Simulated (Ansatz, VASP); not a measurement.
## Two plane-wave programs on Hf

```xyz
2
Lattice="0.0000 3.0438 3.0438 3.0438 0.0000 3.0438 3.0438 3.0438 0.0000" Properties=species:S:1:pos:R:3 pbc="T T T"
Hf   -0.5783   -0.9436   -0.9436
Hf    0.5783    0.9436    0.9436
```

Change from the starting cell: shortest bond scaled by 0.76, PAW files.

Alike in both runs: task single point; functional PBEsol; k mesh 9 × 9 × 9; occupations fermi-dirac, width 0.05 eV; no spin polarisation.

|  | VASP | Ansatz |
| --- | --- | --- |
| version | VASP 6.6.1 | Ansatz 0.2.0 |
| potentials or method | VASP PAW PBE potentials, release 64 (Hf_pv) | PAW with Ansatz's default frozen-core files, scalar-relativistic |
| plane-wave cutoff (eV) | 520 | 420 |
| valence electrons in the cell | 20 | 52 |

Ansatz gave:

| Quantity | Value |
| --- | --- |
| pressure (GPa) | 18.0 |
| traceless stress, the component that is largest in VASP (GPa) | -27.68 |
| rms of the force components (eV/Å) | 6.709 |

**Question.** Estimate VASP's values.

**Answer.** Pressure (GPa): 17.2; traceless stress, the component that is largest in VASP (GPa): -26.92; rms of the force components (eV/Å): 6.491.

VASP's potentials were made for PBE, not for PBEsol. Atom by atom the forces differ by 0.218 eV/Å (rms over components). VASP's potentials hold 20 valence electrons a cell and Ansatz's 52, so a difference there can come from the potentials and not from the codes.

Spin-orbit coupling is off throughout.
